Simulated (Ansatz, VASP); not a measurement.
# One calculation of PIr2, two programs

File INCAR:

```
SYSTEM = PIr2
PREC = Accurate
ENCUT = 520
EDIFF = 1E-7
ISMEAR = -1
SIGMA = 0.05
LREAL = .FALSE.
LASPH = .TRUE.
NELM = 80
ALGO = Normal
ISIF = 2
LWAVE = .FALSE.
LCHARG = .FALSE.
NBANDS = 18
```

The input KPOINTS:

```
regular mesh
0
G
  11 11 11
  0 0 0
```

POSCAR

```
PIr2
1.0
    0.0000000000      2.7858283487      2.7858283487
    2.7858283487      0.0000000000      2.7858283487
    2.7858283487      2.7858283487      0.0000000000
P Ir
1 2
Direct
    0.0000000000      0.0000000000      0.0000000000
    0.2500000000      0.2500000000      0.2500000000
    0.7500000000      0.7500000000      0.7500000000
```

Input for Ansatz:

```yaml
crystal:
  lattice:
    - [0.0, 2.7858283487, 2.7858283487]
    - [2.7858283487, 0.0, 2.7858283487]
    - [2.7858283487, 2.7858283487, 0.0]
  atoms:
    - { symbol: P, position: [0.0, 0.0, 0.0] }
    - { symbol: Ir, position: [0.25, 0.25, 0.25] }
    - { symbol: Ir, position: [0.75, 0.75, 0.75] }
kpoints:
  mp_grid: { grid: [11, 11, 11] }
  band_path:
    path:
      - [0.0, 0.0, 0.0]
      - [0.5, 0.0, 0.5]
      - [0.625, 0.25, 0.625]
      - [0.375, 0.375, 0.75]
      - [0.0, 0.0, 0.0]
      - [0.5, 0.5, 0.5]
      - [0.5, 0.25, 0.75]
      - [0.5, 0.0, 0.5]
    npoints: 5
scf:
  occupations: { method: fermi_dirac, width: 0.05 }
hamiltonian:
  xc: lda
  pseudopotentials: { kind: all_electron, lapw: { basis_error: 0.001 } }
output:
  forces: true
  stress: true
  eigenvalues: true
```

Change from the starting cell: volume scaled by 1.02.

Alike in both runs: task single point; functional LDA; k mesh 11 × 11 × 11; occupations fermi-dirac, width 0.05 eV; no spin polarisation.

|  | VASP | Ansatz |
| --- | --- | --- |
| version | VASP 6.6.1 | Ansatz 0.2.0 |
| potentials or method | VASP PAW LDA potentials, release 64 (P, Ir), cutoff 520 eV | all-electron LAPW, scalar-relativistic |

Ansatz gave:

| Quantity | Value |
| --- | --- |
| pressure (GPa) | -10.3 |

Question: What did VASP give for the same quantities?

Answer: Pressure (GPa): -8.6.

LDA's correlation is that of Perdew and Zunger in VASP and of Perdew and Wang (1992) in Ansatz. Ansatz ran all-electron here, and VASP with PAW potentials.

Spin-orbit coupling is off throughout.
